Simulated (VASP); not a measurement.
Wanted: the native input for a VASP 6.6.1 run.

```yaml
Task: relaxation of cell and atoms
Functional: PBE
Potentials_or_basis: VASP PAW PBE potentials, release 64 (W_sv, C)
Cutoff: 600 eV
k_mesh: 6 × 6 × 6
Occupations: gaussian, width 0.2 eV
Spin: no spin polarisation
Dipole_correction: no
Further_INCAR_settings: ALGO = Normal; EDIFF = 1e-07; IBRION = 2; EDIFFG = -0.08; NSW = 36; ISIF = 3
```

The structure of WC lies in POSCAR:

```
WC
1.0
    0.0000000000      2.6682882000      2.6682882000
    2.6682882000      0.0000000000      2.6682882000
    2.6682882000      2.6682882000      0.0000000000
W C
1 1
Direct
    0.0000000000      0.0000000000      0.0000000000
    0.2500000000      0.2500000000      0.2500000000
```

The input as run:

INCAR

```
ALGO = Normal
EDIFF = 1E-7
EDIFFG = -0.08
ENCUT = 600
GGA = PE
GGA_COMPAT = False
IBRION = 2
ISIF = 3
ISMEAR = 0
LASPH = True
LCHARG = False
LREAL = False
LWAVE = False
NELM = 120
NELMIN = 4
NSW = 36
PREC = Accurate
SIGMA = 0.2
```

KPOINTS

```
k-points
0
Gamma
  6 6 6
```

Potentials or basis: VASP PAW PBE potentials, release 64 (W_sv, C).

The run is started by

```bash
$ cat potpaw_PBE.64/W_sv/POTCAR potpaw_PBE.64/C/POTCAR > POTCAR
$ mpirun -np 1 vasp_std > vasp.out
```

It gave:

```yaml
Relaxed_volume: 13.00 Å³/atom
Relaxed_cell: a = 3.325 Å, b = 3.325 Å, c = 3.325 Å, α = 60.00°, β = 60.00°, γ = 60.00°
Space_group_after_relaxing_to_0.05_Å: F-43m (No. 216)
Energy_gained_by_relaxing: 1153.7 meV/atom
Ionic_steps: 5
Pressure_after_relaxing: 0.2 GPa
Band_gap_on_the_k_mesh: zero (band 9 reaches 9.66 eV, above the bottom of band 10 at 8.61 eV)
```

Caveat: the volume moved by over 15 % at a fixed basis, so the end points are rough; spin-orbit coupling is left out, which moves the levels of the heavy elements.

Wall time 25 s on 1 thread of AMD EPYC 9R45 96-Core Processor (Zen 5) (shared host), peak memory 0.16 GiB.
